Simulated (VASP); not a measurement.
A run of VASP 6.6.1 is set up as follows.

Contents of INCAR:

```
SYSTEM = SnTe
PREC = Accurate
ENCUT = 520
EDIFF = 1E-7
ISMEAR = -1
SIGMA = 0.05
LREAL = .False.
LASPH = .True.
NELM = 60
ALGO = Normal
ISIF = 2
LWAVE = .False.
LCHARG = .False.
GGA = RE
NBANDS = 17
```

File KPOINTS:

```
regular mesh
0
Gamma
  7 7 7
  0 0 0
```

File POSCAR:

```
SnTe
1.0
    0.0000000000      3.6440931070      3.6440931070
    3.6440931070      0.0000000000      3.6440931070
    3.6440931070      3.6440931070      0.0000000000
Te Sn
1 1
Direct
    0.2500000000      0.2500000000      0.2500000000
    0.0000000000      0.0000000000      0.0000000000
```

Potentials or basis: VASP PAW PBE potentials, release 64 (Te, Sn_d).

Command:

```bash
$ cat potpaw_PBE.64/Te/POTCAR potpaw_PBE.64/Sn_d/POTCAR > POTCAR
$ mpirun -np 1 vasp_std > vasp.out
```

(1) What does it give for the pressure?

(2) Predict the band gap on the k mesh.

## Answers

(1) 0.0 GPa.

(2) 0.46 eV, indirect (least direct gap 0.91 eV).

Caveat: the PAW data sets were made with another functional, which shifts forces and pressure a little; spin-orbit coupling is left out, which moves the levels of the heavy elements.
